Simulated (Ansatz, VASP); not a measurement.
Given: the input of a run of VASP 6.6.1 on Al.

The input INCAR:

```
SYSTEM = Al
PREC = Accurate
ENCUT = 520
EDIFF = 1E-6
ISMEAR = -1
SIGMA = 0.05
LREAL = .False.
LASPH = .True.
NELM = 80
ALGO = Fast
ISIF = 2
LWAVE = .False.
LCHARG = .True.
GGA = PE
LELF = .True.
LVHAR = .True.
NBANDS = 14
```

The input KPOINTS:

```
Automatic mesh
0
Gamma
  11 11 3
  0 0 0
```

The input POSCAR:

```
Al
1.0
    2.8270770242      0.0000000000      0.0000000000
   -1.4135385121      2.4483205214      0.0000000000
    0.0000000000      0.0000000000      9.1859930700
Al
4
Direct
    0.6512710000      0.3181030000      0.7537220000
   -0.0068000000     -0.0034860000      0.4941930000
    0.3462790000      0.6774530000      0.2479860000
   -0.0057360000     -0.0001190000     -0.0007300000
```

Potentials or basis: VASP PAW PBE potentials, release 64 (Al).

Run with:

```bash
$ cat potpaw_PBE.64/Al/POTCAR > POTCAR
$ mpirun -np 1 vasp_std > vasp.out
```

Question: Set up the same calculation for Ansatz 0.2.0. Potentials there: Ansatz PAW.

Answer: As run (the cutoff follows the program's own potentials):

input.yaml

```yaml
crystal:
  lattice:
    - [2.8270770242, 0.0, 0.0]
    - [-1.4135385121, 2.4483205214, 0.0]
    - [0.0, 0.0, 9.18599307]
  atoms:
    - { symbol: Al, position: [0.651271, 0.318103, 0.753722] }
    - { symbol: Al, position: [-0.0068, -0.003486, 0.494193] }
    - { symbol: Al, position: [0.346279, 0.677453, 0.247986] }
    - { symbol: Al, position: [-0.005736, -0.000119, -0.00073] }
hamiltonian:
  xc: pbe
  pseudopotentials: { kind: paw }
kpoints:
  mp_grid: { grid: [11, 11, 3] }
scf:
  occupations: { method: fermi_dirac, width: 0.05 }
output:
  forces: true
  stress: true
  eigenvalues: true
```

Potentials or basis: Ansatz PAW.

Run with:

```sh
$ ansatz run input.yaml --threads 2 --pin off --max-ram 5120MiB --backend cpu --events-out ev --progress --plain --runs-dir out
```

Both were run:

|  | VASP | Ansatz | Ansatz less VASP |
| --- | --- | --- | --- |
| gap on the k mesh at the Fermi level (eV) | none | none | - |
| pressure (GPa) | 3.7 | 3.7 | +0.03 |
| traceless stress, the component that is largest in VASP (GPa) | 1.44 | 1.43 | -0.005 |
| rms of the force components (eV/Å) | 0.136 | 0.136 | -0.0002 |

Atom by atom the forces differ by 0.000 eV/Å (rms over components). A gap of «none» marks a metal or a gap that the smearing closes. The functional is the same, so the differences come from potentials, cutoffs and numerics.
